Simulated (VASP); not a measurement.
# SiO2 (I-42d) in VASP: a series of runs

The runs below take SiO2 through single point, relaxation of shape and atoms at fixed volume, with PBE.

All numbers are computed with VASP 6.6.1; they aren't measurements. Logs are shortened: lines on timing, memory, paths and dates and some standing lists are left out, and cuts for length are marked.

### 1 The cell of the first run

Symmetry: I-42d, No. 122, tetragonal system. Conventional cell: a = 4.985 Å, b = 4.985 Å, c = 7.359 Å, α = 90.00°, β = 90.00°, γ = 90.00°. Within 2.2 Å of Si (site symmetry -4) lie 4 O at 1.63 Å. O (site symmetry 2) has 2 Si at 1.63 Å within 2.2 Å.

### 2 Single point, PBE (15.24 Å³/atom)

Input file INCAR:

```
  PREC = Accurate
  ENCUT = 520
  EDIFF = 1E-6
  ISMEAR = 0
  SIGMA = 0.01
  LREAL = F
  LASPH = T
  NELM = 60
  ALGO = Normal
  ISIF = 2
  LWAVE = F
  LCHARG = F
  GGA = PE
  NBANDS = 25
```

Input file KPOINTS:

```
Automatic mesh
0
Gamma
  6 6 6
```

Input file POSCAR:

```
SiO2
1.0
   -2.4924592940      2.4924592940      3.6795902803
    2.4924592940     -2.4924592940      3.6795902803
    2.4924592940      2.4924592940     -3.6795902803
Si O
2 4
Direct
    0.0000000000      0.0000000000      0.0000000000
    0.7500000000      0.2500000000      0.5000000000
    0.9740944900      0.6250000000      0.8490944900
    0.3750000000      0.2240944900      0.3490944900
    0.7759055100      0.1250000000      0.1509055100
    0.8750000000      0.0259055100      0.6509055100
```

Potentials or basis: VASP PAW PBE potentials, release 64 (Si, O).

Run with:

```console
$ cat potpaw_PBE.64/Si/POTCAR potpaw_PBE.64/O/POTCAR > POTCAR
$ mpirun -np 1 vasp_std > vasp.out
```

OUTCAR:

```text
PREC = Accurate
   ENCUT = 520
   EDIFF = 1E-6
   ISMEAR = 0
   LREAL = F
   LASPH = T
   NELM = 60
   ISIF = 2
   GGA = PE

 ion  position               nearest neighbor table
   1  0.000  0.000  0.000-   3 1.63   5 1.63   6 1.63   4 1.63   2 3.10   2 3.10   2 3.10   2 3.10

   2  0.750  0.250  0.500-   4 1.63   5 1.63   6 1.63   3 1.63   1 3.10   1 3.10   1 3.10   1 3.10

   3  0.974  0.625  0.849-   1 1.63   2 1.63
   4  0.375  0.224  0.349-   2 1.63   1 1.63
   5  0.776  0.125  0.151-   1 1.63   2 1.63
   6  0.875  0.026  0.651-   1 1.63   2 1.63

  LATTYP: Found a body centered tetragonal cell.
 ALAT       =     4.9849185880
 C/A-ratio  =     1.4762890167

  Lattice vectors:

 A1 = (  -2.4924592940,   2.4924592940,   3.6795902803)
 A2 = (   2.4924592940,  -2.4924592940,   3.6795902803)
 A3 = (   2.4924592940,   2.4924592940,  -3.6795902803)

Analysis of symmetry for initial positions (statically):
=====================================================================
 Subroutine PRICEL returns:
 Original cell was already a primitive cell.

 Routine SETGRP: Setting up the symmetry group for a
 body centered tetragonal supercell.

 Subroutine GETGRP returns: Found  8 space group operations
 (whereof  4 operations were pure point group operations)
 out of a pool of 16 trial point group operations.

The static configuration has the point symmetry S_4 .
 The point group associated with its full space group is D_2d.

Analysis of symmetry for dynamics (positions and initial velocities):
=====================================================================
 Subroutine PRICEL returns:
 Original cell was already a primitive cell.

 Routine SETGRP: Setting up the symmetry group for a
 body centered tetragonal supercell.

 Subroutine GETGRP returns: Found  8 space group operations
 (whereof  4 operations were pure point group operations)
 out of a pool of 16 trial point group operations.

The dynamic configuration has the point symmetry S_4 .
 The point group associated with its full space group is D_2d.

 Subroutine INISYM returns: Found  8 space group operations
 (whereof  4 operations are pure point group operations),
 and found     1 'primitive' translations

----------------------------------------------------------------------------------------

                                     Primitive cell

  volume of cell :      91.4357

[... 94 lines left out ...]
   ENCUT  =  520.0 eV  38.22 Ry    6.18 a.u.   9.47  9.47  9.47*2*pi/ulx,y,z
   NELM   =     60;   NELMIN=  2; NELMDL= -5     # of ELM steps
   EDIFF  = 0.1E-05   stopping-criterion for ELM
   LREAL  =      F    real-space projection
   EDIFFG = 0.1E-04   stopping-criterion for IOM
   NSW    =      0    number of steps for IOM
   IBRION =     -1    ionic relax: 0-MD 1-quasi-New 2-CG
   NFREE  =      0    steps in history (QN), initial steepest desc. (CG)
   ISIF   =      2    stress and relaxation
   ISYM   =      2    0-nonsym 1-usesym 2-fastsym
   POTIM  = 0.5000    time-step for ionic-motion
   TEBEG  =    0.0;   TEEND  =   0.0 temperature during run
   PSTRESS=    0.0 pullay stress
   NELECT =      32.0000    total number of electrons
   NUPDOWN=      -1.0000    fix difference up-down
   EMIN   =  10.00;   EMAX   =-10.00  energy-range for DOS
   EFERMI =   0.00;   METHOD = LEGACY
   ISMEAR =     0;   SIGMA  =   0.01  broadening in eV -4-tet -1-fermi 0-gaus
   EFERMI_NEDOS =   21; number of points for ismear=-14 and -15
   IALGO  =     38    algorithm
   IMIX   =      4    mixing-type and parameters
     AMIX     =   0.40;   BMIX     =  1.00
     AMIX_MAG =   1.60;   BMIX_MAG =  1.00
  volume/ion in A,a.u.               =      15.24       102.84
  Fermi-wavevector in a.u.,A,eV,Ry     =   1.153682  2.180144 18.109126  1.330983
  Thomas-Fermi vector in A             =   2.290325
   LORBIT       =      0    0 simple, 1 ext, 2 COOP (PROOUT), +10 PAW based schemes
   GGA     = PE    functional components
   LHFCALC =     F    Hartree Fock is set to
   AEXX    =    0.0000 exact exchange contribution
   IVDW    =     0    specifies the selected vdW correction
   LEPSILON=     F    determine dielectric tensor
   LRPA    =     F    only Hartree local field effects (RPA)
 non-spin polarized calculation
 Gauss-broadening in eV      SIGMA  =   0.01
  energy-cutoff  :      520.00
  volume of cell :       91.44
 maximum number of plane-waves:      2485
 NGX is ok and might be reduce to    40
   NGX = 19   NGY = 19   NGZ = 19

 number of electron      31.9999998 magnetization

 Free energy of the ion-electron system (eV)
  ---------------------------------------------------
  ext. energy  EPLUGINS =         0.00000000
  ---------------------------------------------------
  free energy    TOTEN  =       -47.48591456 eV

  energy without entropy =      -47.48591456  energy(sigma->0) =      -47.48591456

 E-fermi :  -0.4151     XC(G=0):  -8.1107

 val. band max:       -0.5562611013   @ k =   0.0000   0.0000   0.0000
 cond. band min:       5.2424744102   @ k =   0.0000   0.0000   0.0000
 fundamental gap:      5.7987355115
 Fermi energy:        -0.4150872713

 k-point     1 :       0.0000    0.0000    0.0000
  band No.  band energies     occupation
      1     -19.6440      2.00000
      2     -17.6292      2.00000
      3     -17.6292      2.00000
      4     -17.5658      2.00000
      5      -9.6813      2.00000
      6      -5.9950      2.00000
[... 661 lines left out ...]
     24      12.4014      0.00000
     25      12.9938      0.00000

 [... further k-points ...]
[... 5 lines left out ...]
  --------------------------------------------------------------------------------------
  -------------------------------------------------------------------------------------
  Total        0.3337614      0.3337614      0.3649863      0.0000000      0.0000000      0.0000000
  in kB        5.8483199      5.8483199      6.3954561      0.0000000      0.0000000      0.0000000
  external PRESSURE =       6.0306987 kB  Pullay stress =       0.0000000 kB

 VOLUME and BASIS-vectors are now :
 -----------------------------------------------------------------------------
  energy-cutoff  :      520.00
  volume of cell :       91.44
      direct lattice vectors                 reciprocal lattice vectors
    -2.492459294  2.492459294  3.679590280     0.000000000  0.200605082  0.135884694
     2.492459294 -2.492459294  3.679590280     0.200605082  0.000000000  0.135884694
     2.492459294  2.492459294 -3.679590280     0.200605082  0.200605082  0.000000000

 POSITION                                       TOTAL-FORCE (eV/Angst)
 -----------------------------------------------------------------------------------
      0.00000      0.00000      0.00000         0.000000      0.000000     -0.000000
     -0.00000      2.49246      1.83980         0.000000      0.000000      0.000000
      1.24623      2.98644      2.75969         0.000000     -0.003060      0.000000
      0.49398      1.24623      0.91990        -0.003060      0.000000      0.000000
     -1.24623      1.99848      2.75969         0.000000      0.003060     -0.000000
     -0.49398      3.73869      0.91990         0.003060      0.000000     -0.000000
 -----------------------------------------------------------------------------------
    total drift:                                0.000003      0.000003      0.000003

  FREE ENERGIE OF THE ION-ELECTRON SYSTEM (eV)
  ---------------------------------------------------
  free  energy   TOTEN  =       -47.4859145636 eV

  energy  without entropy=      -47.4859145636  energy(sigma->0) =      -47.48591456
```

stdout:

```text
POSCAR found type information on POSCAR SiO
 POSCAR found :  2 types and       6 ions
 scaLAPACK will be used
 LDA part: xc-table for (Slater+PW92), standard interpolation
 POSCAR, INCAR and KPOINTS ok, starting setup
 FFT: planning ... GRIDC
 FFT: planning ... GRID_SOFT
 FFT: planning ... GRID
 WAVECAR not read
 entering main loop
```

Wall time 33 s (1 thread of Intel Xeon 6975P-C (Granite Rapids), shared host); peak memory 0.24 GiB.

Results:

```yaml
Free_energy: -47.4859 eV
Pressure: 0.6 GPa
Largest_force: 0.003 eV/Å
Band_gap_on_the_k_mesh: 5.80 eV
```

Forces on the atoms (eV/Å):
```
Si   0.000  0.000  0.000
Si   0.000  0.000  0.000
O    0.000 -0.003  0.000
O   -0.003  0.000  0.000
O    0.000  0.003  0.000
O    0.003  0.000  0.000
```

### 3 Single point, PBE (15.86 Å³/atom)

This run uses another cell than the first one, of 15.86 Å³/atom.

Input file INCAR:

```
SYSTEM = SiO2
PREC = Accurate ; ENCUT = 520
EDIFF = 1E-6 ; ISMEAR = 0
SIGMA = 0.01 ; LREAL = .FALSE.
LASPH = .TRUE. ; NELM = 60
ALGO = Normal ; ISIF = 2
LWAVE = .FALSE. ; LCHARG = .FALSE.
GGA = PE ; NBANDS = 25
```

Input file KPOINTS:

```
Automatic mesh
0
G
  6 6 6
  0 0 0
```

Input file POSCAR:

```
SiO2
1.0
   -2.5370362323      2.5370362323      3.6963779298
    2.5370362323     -2.5370362323      3.6963779298
    2.5370362323      2.5370362323     -3.6963779298
Si O
2 4
Direct
    0.0000000000      0.0000000000      0.0000000000
    0.7500000000      0.2500000000      0.5000000000
    0.9588394113      0.6250000000      0.8338394113
    0.3750000000      0.2088394113      0.3338394113
    0.7911605887      0.1250000000      0.1661605887
    0.8750000000      0.0411605887      0.6661605887
```

Potentials or basis: VASP PAW PBE potentials, release 64 (Si, O).

Run with:

```console
$ cat potpaw_PBE.64/Si/POTCAR potpaw_PBE.64/O/POTCAR > POTCAR
$ mpirun -np 1 vasp_std > vasp.out
```

It took 31 s on 1 thread of Intel Xeon 6975P-C (Granite Rapids), shared host; peak memory 0.24 GiB.

The run converged. Its results:

```
Free energy            : -47.4935 eV
Pressure               : -0.4 GPa
Largest force          : 0.005 eV/Å
Band gap on the k mesh : 5.66 eV
```

Forces on the atoms (eV/Å):
```
Si   0.000  0.000  0.000
Si   0.000  0.000  0.000
O    0.000 -0.005  0.000
O   -0.005  0.000  0.000
O    0.000  0.005  0.000
O    0.005  0.000  0.000
```

Levels at points of the mesh, in eV from the valence-band top:
```tsv
k point	band 14	band 15	band 16	band 17	band 18	band 19
(0.00, 0.00, 0.00)	-0.56	0.00	0.00	5.66	8.69	9.93
(0.50, 0.00, 0.00)	-0.82	-0.58	-0.11	7.83	8.71	9.43
(0.50, 0.50, 0.00)	-1.04	-0.39	-0.39	8.77	8.77	10.01
(0.50, 0.50, 0.50)	-1.42	-0.39	-0.39	8.64	8.64	10.30
```

A k mesh can miss the band edges.

### 4 Relaxation of shape and atoms at fixed volume, PBE (15.24 Å³/atom)

Input file INCAR:

```
SYSTEM = SiO2
  ALGO = Normal
  EDIFF = 1E-7
  EDIFFG = -0.001
  ENCUT = 600
  GGA = PE
  IBRION = 2
  ISIF = 4
  ISMEAR = 0
  LASPH = .True.
  LCHARG = .False.
  LREAL = .False.
  LWAVE = .False.
  NELM = 80
  NSW = 80
  PREC = Accurate
  SIGMA = 0.01
```

Input file KPOINTS:

```
k-points
0
Gamma
  6 6 6
  0 0 0
```

Input file POSCAR:

```
SiO2
1.0
   -2.4980040574      2.4980040574      3.6632734019
    2.4980040574     -2.4980040574      3.6632734019
    2.4980040574      2.4980040574     -3.6632734019
Si O
2 4
Direct
    0.0000000000      0.0000000000      0.0000000000
    0.7500000000      0.2500000000      0.5000000000
    0.9666512060      0.6250000000      0.8416512060
    0.3750000000      0.2166512060      0.3416512060
    0.7833487940      0.1250000000      0.1583487940
    0.8750000000      0.0333487940      0.6583487940
```

Run with:

```console
$ cat potpaw_PBE.64/Si/POTCAR potpaw_PBE.64/O/POTCAR > POTCAR
$ mpirun -np 1 vasp_std > vasp.out
```

Run time: 2.2 min. Hardware: 1 thread of Intel Xeon 6975P-C (Granite Rapids), shared host; peak memory 0.28 GiB.

The run converged. Its results:

- Free energy: -47.5012 eV
- Energy gained by relaxing: 2.4 meV/atom
- Ionic steps: 6
- Pressure after relaxing: 0.5 GPa
- Band gap on the k mesh: 5.80 eV

Step by step:
| step | energy change (eV) | largest force (eV/Å) | pressure (GPa) | volume (Å³) |
| --- | --- | --- | --- | --- |
| 1 | 0.0000 | 0.1972 | 3.10 | 91.44 |
| 2 | -0.0065 | 0.1461 | 2.40 | 91.44 |
| 3 | -0.0140 | 0.0117 | 0.40 | 91.44 |
| 4 | -0.0140 | 0.0003 | 0.55 | 91.44 |
| 5 | -0.0143 | 0.0005 | 0.52 | 91.44 |
| 6 | -0.0145 | 0.0007 | 0.47 | 91.44 |

Final structure:
```
CELL_PARAMETERS angstrom
-2.49165 2.49165 3.68199
2.49165 -2.49165 3.68199
2.49165 2.49165 -3.68199
ATOMIC_POSITIONS crystal
Si 0.00000 0.00000 0.00000
Si 0.75000 0.25000 0.50000
O 0.97387 0.62500 0.84887
O 0.37500 0.22387 0.34887
O 0.77613 0.12500 0.15113
O 0.87500 0.02613 0.65113
```

Levels at points of the mesh, in eV from the valence-band top:
```csv
k point,band 13,band 14,band 15,band 16,band 17,band 18,band 19,band 20
"(0.00, 0.00, 0.00)",-1.49,-0.72,0.00,0.00,5.80,8.73,10.48,10.53
"(0.50, 0.00, 0.00)",-1.43,-0.77,-0.46,-0.15,8.03,8.93,9.70,10.06
"(0.50, 0.50, 0.00)",-0.93,-0.93,-0.32,-0.32,9.02,9.02,10.04,10.04
"(0.50, 0.50, 0.50)",-1.44,-1.44,-0.30,-0.30,8.81,8.81,10.10,10.10
```

A k mesh can miss the band edges.

### 5 Overview

```csv
task,cell,cutoff (eV),gap on the mesh (eV),pressure (GPa)
single point,"a = 5.095 Å, angles 121.4, 121.4, 87.5°, 6 atoms, atomic positions A",520,5.80,0.6
single point,"a = 5.151 Å, angles 121.0, 121.0, 88.3°, 6 atoms, atomic positions B",520,5.66,-0.4
relaxation of shape and atoms at fixed volume,"relaxed from a = 5.089 Å, angles 121.2, 121.2, 87.9°, 6 atoms, atomic positions C",600,5.80,0.5
```

Alike in all rows: level PBE; potentials or basis VASP PAW PBE potentials, release 64 (Si, O); no spin polarisation; k mesh 6 × 6 × 6; smearing gaussian 0.01 eV.

Total energies depend on the potentials used, so only differences within one code and one set of settings carry meaning.
